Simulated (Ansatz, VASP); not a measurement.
CdS in VASP and in Ansatz

```
Cd S
1.0
     4.13700    0.00000    0.00000
    -2.06850    3.58275    0.00000
     0.00000    0.00000    6.71600
Cd S
2 2
Direct
  0.33333 0.66667 0.00000
  0.66667 0.33333 0.50000
  0.33333 0.66667 0.37700
  0.66667 0.33333 0.87700
```

Alike in both runs: task single point; functional PBEsol; k mesh 6 × 6 × 4; occupations gaussian, width 0.1 eV; no spin polarisation.

```csv
,VASP,Ansatz
version,VASP 6.6.1,Ansatz 0.2.0
potentials or method,"VASP PAW PBE potentials, release 64 (Cd, S), cutoff 520 eV","scalar-relativistic, plane waves, PAW"
valence electrons in the cell,36,52
```

Ansatz gave:

- gap on the k mesh at the Fermi level (eV): 1.08
- least direct gap on the mesh (eV): 1.08
- pressure (GPa): -0.4
- traceless stress, the component that is largest in VASP (GPa): 0.07

Question: Which values does VASP return?

Answer: gap on the k mesh at the Fermi level (eV): 1.08; least direct gap on the mesh (eV): 1.08; pressure (GPa): 0.0; traceless stress, the component that is largest in VASP (GPa): 0.07.

VASP's potentials were made for PBE, not for PBEsol, and Ansatz warns of the same on its side. VASP's potentials hold 36 valence electrons a cell and Ansatz's 52, so a difference there can come from the potentials and not from the codes.
